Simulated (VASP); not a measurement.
Write the native input for VASP 6.6.1 that does the following.

```yaml
Task: single point
Functional: PBE
Potentials_or_basis: VASP PAW PBE potentials, release 64 (As)
Cutoff: 520 eV
k_mesh: 13 × 13 × 13
Occupations: fermi-dirac, width 0.03 eV
Spin: no spin polarisation
Dipole_correction: no
Further_INCAR_settings: ALGO = Normal; EDIFF = 1e-07; NBANDS = 8
```

The structure of As lies in POSCAR:

```
As
1.0
    2.7293015630      0.0000000000      0.0000000000
    0.0000000000      2.7293015630      0.0000000000
    0.0000000000      0.0000000000      2.7293015630
As
1
Direct
    0.0000000000      0.0000000000      0.0000000000
```

These files were run (other wordings do the same):

INCAR

```
SYSTEM = As
PREC = Accurate ; ENCUT = 520
EDIFF = 1E-7 ; ISMEAR = -1
SIGMA = 0.03 ; LREAL = .False.
LASPH = .True. ; NELM = 100
ALGO = Normal ; ISIF = 2
LWAVE = .False. ; LCHARG = .False.
GGA = PE ; NBANDS = 8
```

KPOINTS

```
regular mesh
0
Gamma
  13 13 13
  0 0 0
```

Potentials or basis: VASP PAW PBE potentials, release 64 (As).

Launch:

```bash
$ cat potpaw_PBE.64/As/POTCAR > POTCAR
$ mpirun -np 1 vasp_std > vasp.out
```

Results of the run:

- Pressure: 0.2 GPa

It took 6.5 s on 1 thread of Intel(R) Xeon(R) Platinum 8488C (Sapphire Rapids) (shared host), peak memory 0.13 GiB.
